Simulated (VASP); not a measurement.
# Mg (Fm-3m) in VASP: single point with PBEsol

Aim: the single point of Mg with PBEsol.

All numbers are computed with VASP 6.6.1; they aren't measurements. Logs are shortened: lines on timing, memory, paths and dates and some standing lists are left out, and cuts for length are marked.

### Step 1. The cell of the first run

Symmetry: Fm-3m, No. 225, cubic system. The conventional cell has a = 4.762 Å, b = 4.762 Å, c = 4.762 Å, α = 90.00°, β = 90.00°, γ = 90.00°. Mg (site symmetry m-3m) has 12 Mg at 3.37 Å within 4.4 Å.

### Step 2. Single point, PBEsol

The input, INCAR:

```
SYSTEM = Mg
ALGO     = Normal         ! electronic algorithm
EDIFF    = 1E-6           ! SCF threshold, eV
ENCUT    = 520            ! plane-wave cutoff, eV
GGA      = PS             ! functional
ISIF     = 2              ! what is computed and relaxed
ISMEAR   = 1              ! smearing method
LASPH    = .True.         ! aspherical terms in the spheres
LCHARG   = .False.        ! write CHGCAR
LREAL    = .False.        ! projectors in reciprocal space
LWAVE    = .False.        ! write WAVECAR
NBANDS   = 7              ! bands
NELM     = 80             ! most SCF steps
PREC     = Accurate       ! precision mode
SIGMA    = 0.1            ! smearing width, eV
```

The input, KPOINTS:

```
k-points
0
Gamma
  8 8 8
  0 0 0
```

The input, POSCAR:

```
Mg
1.0
    0.0000000000      2.3810700000      2.3810700000
    2.3810700000      0.0000000000      2.3810700000
    2.3810700000      2.3810700000      0.0000000000
Mg
1
Direct
    0.0000000000      0.0000000000      0.0000000000
```

Potentials or basis: VASP PAW PBE potentials, release 64 (Mg).

Started as:

```
> cat potpaw_PBE.64/Mg/POTCAR > POTCAR
> mpirun -np 1 vasp_std > vasp.out
```

OUTCAR:

```text
SYSTEM = Mg
   EDIFF = 1E-6
   ENCUT = 520
   GGA = PS
   ISIF = 2
   ISMEAR = 1
   LASPH = .True.
   LREAL = .False.
   NELM = 80
   PREC = Accurate

 ion  position               nearest neighbor table
   1  0.000  0.000  0.000-

  LATTYP: Found a face centered cubic cell.
 ALAT       =     4.7621400000

  Lattice vectors:

 A1 = (   0.0000000000,   2.3810700000,   2.3810700000)
 A2 = (   2.3810700000,   0.0000000000,   2.3810700000)
 A3 = (   2.3810700000,   2.3810700000,   0.0000000000)

Analysis of symmetry for initial positions (statically):
=====================================================================
 Subroutine PRICEL returns:
 Original cell was already a primitive cell.

 Routine SETGRP: Setting up the symmetry group for a
 face centered cubic supercell.

 Subroutine GETGRP returns: Found 48 space group operations
 (whereof 48 operations were pure point group operations)
 out of a pool of 48 trial point group operations.

The static configuration has the point symmetry O_h .

Analysis of symmetry for dynamics (positions and initial velocities):
=====================================================================
 Subroutine PRICEL returns:
 Original cell was already a primitive cell.

 Routine SETGRP: Setting up the symmetry group for a
 face centered cubic supercell.

 Subroutine GETGRP returns: Found 48 space group operations
 (whereof 48 operations were pure point group operations)
 out of a pool of 48 trial point group operations.

The dynamic configuration has the point symmetry O_h .

 Subroutine INISYM returns: Found 48 space group operations
 (whereof 48 operations are pure point group operations),
 and found     1 'primitive' translations

----------------------------------------------------------------------------------------

                                     Primitive cell

  volume of cell :      26.9989

  direct lattice vectors                    reciprocal lattice vectors
     0.000000000  2.381070000  2.381070000    -0.209989627  0.209989627  0.209989627
     2.381070000  0.000000000  2.381070000     0.209989627 -0.209989627  0.209989627
     2.381070000  2.381070000  0.000000000     0.209989627  0.209989627 -0.209989627

  length of vectors
     3.367341487  3.367341487  3.367341487     0.363712702  0.363712702  0.363712702

  position of ions in fractional coordinates (direct lattice)
     0.000000000  0.000000000  0.000000000

  ion indices of the primitive-cell ions
   primitive index   ion index
                 1           1

----------------------------------------------------------------------------------------

 KPOINTS: k-points

Automatic generation of k-mesh.
 Grid dimensions read from file:
 generate k-points for:    8    8    8

 Generating k-lattice:

  Cartesian coordinates                     Fractional coordinates (reciprocal lattice)
    -0.026248703  0.026248703  0.026248703     0.125000000  0.000000000  0.000000000
     0.026248703 -0.026248703  0.026248703     0.000000000  0.125000000  0.000000000
     0.026248703  0.026248703 -0.026248703     0.000000000  0.000000000  0.125000000

  Length of vectors
     0.045464088  0.045464088  0.045464088

  Shift w.r.t. Gamma in fractional coordinates (k-lattice)
     0.000000000  0.000000000  0.000000000

 Subroutine IBZKPT returns following result:
 ===========================================

 Found     29 irreducible k-points:

 Following reciprocal coordinates:
            Coordinates               Weight
  0.000000  0.000000  0.000000      1.000000
  0.125000  0.000000  0.000000      8.000000
  0.250000  0.000000  0.000000      8.000000
  0.375000  0.000000  0.000000      8.000000
  0.500000  0.000000  0.000000      4.000000
  0.125000  0.125000  0.000000      6.000000
[... 16 lines left out ...]
  0.500000  0.250000  0.125000     48.000000
 -0.375000  0.250000  0.125000     24.000000
 [... further k-points ...]
   k-points           NKPTS =     29   k-points in BZ     NKDIM =     29   number of bands    NBANDS=      7
   number of dos      NEDOS =    301   number of ions     NIONS =      1
   total plane-waves  NPLWV =  21952
   dimension x,y,z NGX =    28 NGY =   28 NGZ =   28
   dimension x,y,z NGXF=    56 NGYF=   56 NGZF=   56
   ions per type =               1
   NGX,Y,Z   is equivalent  to a cutoff of  13.82, 13.82, 13.82 a.u.
   NGXF,Y,Z  is equivalent  to a cutoff of  27.65, 27.65, 27.65 a.u.
 SYSTEM =  Mg
   PREC   = accura    normal or accurate (medium, high low for compatibility)
   ISTART =      0    job   : 0-new  1-cont  2-samecut
   ICHARG =      2    charge: 1-file 2-atom 10-const
   ISPIN  =      1    spin polarized calculation?
   LNONCOLLINEAR =      F non collinear calculations
   LSORBIT =      F    spin-orbit coupling
   LASPH  =      T    aspherical Exc in radial PAW
   ENCUT  =  520.0 eV  38.22 Ry    6.18 a.u.   6.26  6.26  6.26*2*pi/ulx,y,z
   NELM   =     80;   NELMIN=  2; NELMDL= -5     # of ELM steps
   EDIFF  = 0.1E-05   stopping-criterion for ELM
   LREAL  =      F    real-space projection
[... 7 lines left out ...]
   TEBEG  =    0.0;   TEEND  =   0.0 temperature during run
   PSTRESS=    0.0 pullay stress
   NELECT =       2.0000    total number of electrons
   NUPDOWN=      -1.0000    fix difference up-down
   EMIN   =  10.00;   EMAX   =-10.00  energy-range for DOS
   EFERMI =   0.00;   METHOD = LEGACY
   ISMEAR =     1;   SIGMA  =   0.10  broadening in eV -4-tet -1-fermi 0-gaus
   EFERMI_NEDOS =   21; number of points for ismear=-14 and -15
   IALGO  =     38    algorithm
   IMIX   =      4    mixing-type and parameters
     AMIX     =   0.40;   BMIX     =  1.00
     AMIX_MAG =   1.60;   BMIX_MAG =  1.00
  volume/ion in A,a.u.               =      27.00       182.20
  Fermi-wavevector in a.u.,A,eV,Ry     =   0.687547  1.299276  6.431766  0.472721
  Thomas-Fermi vector in A             =   1.768094
   LORBIT       =      0    0 simple, 1 ext, 2 COOP (PROOUT), +10 PAW based schemes
   GGA     = PS    functional components
   LHFCALC =     F    Hartree Fock is set to
   AEXX    =    0.0000 exact exchange contribution
   IVDW    =     0    specifies the selected vdW correction
   LEPSILON=     F    determine dielectric tensor
   LRPA    =     F    only Hartree local field effects (RPA)
 non-spin polarized calculation
 Methfessel and Paxton  Order N= 1 SIGMA  =   0.10
  energy-cutoff  :      520.00
  volume of cell :       27.00
 maximum number of plane-waves:       740
 NGX is ok and might be reduce to    28
   NGX = 13   NGY = 13   NGZ = 13

 number of electron       2.0000000 magnetization

 Free energy of the ion-electron system (eV)
  ---------------------------------------------------
  ext. energy  EPLUGINS =         0.00000000
  ---------------------------------------------------
  free energy    TOTEN  =        -1.63914497 eV

  energy without entropy =       -1.63663794  energy(sigma->0) =       -1.63830930

 E-fermi :   1.5313     XC(G=0):  -8.0408

 val. band max:        1.5258427549   @ k =   0.5000   0.1250   0.0000
 cond. band min:       1.6417637064   @ k =   0.5000   0.5000   0.0000
 fundamental gap:      0.1159209515
 Fermi energy:         1.5313434259

 k-point     1 :       0.0000    0.0000    0.0000
  band No.  band energies     occupation
      1      -4.4548      2.00000
      2      13.1787      0.00000
      3      13.1787      0.00000
      4      13.1787      0.00000
      5      14.3114      0.00000
      6      14.3114      0.00000
      7      14.3114      0.00000

 k-point     2 :       0.1250    0.0000    0.0000
  band No.  band energies     occupation
      1      -4.1436      2.00000
      2       9.9022      0.00000
      3      12.4718      0.00000
      4      12.4718      0.00000
      5      14.4326      0.00000
      6      15.5134      0.00000
      7      15.5134      0.00000

 k-point     3 :       0.2500    0.0000    0.0000
  band No.  band energies     occupation
      1      -3.2150      2.00000
      2       6.2787      0.00000
      3      11.8960      0.00000
      4      11.8960      0.00000
      5      14.0281      0.00000
      6      14.7897      0.00000
      7      14.7897      0.00000

 k-point     4 :       0.3750    0.0000    0.0000
  band No.  band energies     occupation
      1      -1.6837      2.00000
      2       3.0974     -0.00000
      3      11.8229      0.00000
      4      11.8229      0.00000
      5      13.2812      0.00000
      6      13.2812      0.00000
      7      13.9989      0.00000

 k-point     5 :       0.5000    0.0000    0.0000
  band No.  band energies     occupation
      1       0.3552      2.00000
      2       0.5055      2.00000
      3      12.2127      0.00000
      4      12.2127      0.00000
      5      12.3568      0.00000
      6      12.3568      0.00000
      7      14.2856      0.00000

 k-point     6 :       0.1250    0.1250    0.0000
  band No.  band energies     occupation
      1      -4.0400      2.00000
      2      11.1583      0.00000
      3      11.1583      0.00000
      4      11.1973      0.00000
      5      13.2732      0.00000
      6      14.5759      0.00000
      7      16.9842      0.00000

 k-point     7 :       0.2500    0.1250    0.0000
  band No.  band energies     occupation
      1      -3.3177      2.00000
      2       7.6617      0.00000
      3      10.3630      0.00000
      4      11.3097      0.00000
      5      12.3574      0.00000
      6      14.1826      0.00000
      7      17.0867      0.00000
[... 121 lines left out ...]
 k-point    20 :      -0.3750    0.3750    0.0000
  band No.  band energies     occupation
      1       2.4029     -0.00000
      2       2.7227     -0.00000
      3       3.3754     -0.00000
      4       8.6647      0.00000
      5       9.6669      0.00000
      6      15.3313      0.00000
      7      20.1471      0.00000

 k-point    21 :       0.5000    0.5000    0.0000
  band No.  band energies     occupation
      1       1.6418     -0.06567
      2       2.4675     -0.00000
      3       7.5924      0.00000
      4       7.9446      0.00000
      5       7.9446      0.00000
      6      10.2022      0.00000
      7      23.1231      0.00000

 k-point    22 :       0.3750    0.2500    0.1250
  band No.  band energies     occupation
      1      -2.3958      2.00000
      2       6.6095      0.00000
      3       7.5866      0.00000
      4      10.2289      0.00000
      5      12.7276      0.00000
      6      14.0084      0.00000
      7      16.3133      0.00000

 k-point    23 :       0.5000    0.2500    0.1250
  band No.  band energies     occupation
      1      -0.8761      2.00000
      2       3.8443      0.00000
      3       7.0905      0.00000
      4       8.6459      0.00000
      5      13.1710      0.00000
      6      14.7293      0.00000
      7      16.3392      0.00000

 k-point    24 :      -0.3750    0.2500    0.1250
  band No.  band energies     occupation
      1       1.1237      2.00000
      2       1.3165      2.00962
      3       7.3561      0.00000
      4       7.7899      0.00000
      5      13.5771      0.00000
      6      13.8512      0.00000
      7      18.9721      0.00000

 [... further k-points ...]
[... 5 lines left out ...]
  --------------------------------------------------------------------------------------
  -------------------------------------------------------------------------------------
  Total       -0.7518981     -0.7518981     -0.7518981      0.0000000      0.0000000      0.0000000
  in kB      -44.6193330    -44.6193330    -44.6193330      0.0000000      0.0000000      0.0000000
  external PRESSURE =     -44.6193330 kB  Pullay stress =       0.0000000 kB

 VOLUME and BASIS-vectors are now :
 -----------------------------------------------------------------------------
  energy-cutoff  :      520.00
  volume of cell :       27.00
      direct lattice vectors                 reciprocal lattice vectors
     0.000000000  2.381070000  2.381070000    -0.209989627  0.209989627  0.209989627
     2.381070000  0.000000000  2.381070000     0.209989627 -0.209989627  0.209989627
     2.381070000  2.381070000  0.000000000     0.209989627  0.209989627 -0.209989627

 POSITION                                       TOTAL-FORCE (eV/Angst)
 -----------------------------------------------------------------------------------
      0.00000      0.00000      0.00000         0.000000     -0.000000     -0.000000
 -----------------------------------------------------------------------------------
    total drift:                                0.000000     -0.000000     -0.000000

  FREE ENERGIE OF THE ION-ELECTRON SYSTEM (eV)
  ---------------------------------------------------
  free  energy   TOTEN  =        -1.6391449750 eV

  energy  without entropy=       -1.6366379447  energy(sigma->0) =       -1.63830930
```

It took 5.6 s on 1 thread of Intel Xeon 6975P-C, shared host; peak memory 0.15 GiB.

Results:

```
Free energy            : -1.6391 eV
Pressure               : -4.5 GPa
Band gap on the k mesh : zero (band 1 reaches 3.17 eV, above the bottom of band 2 at 0.51 eV)
```

Caveat: the PAW data sets were made with another functional, which shifts forces and pressure a little.
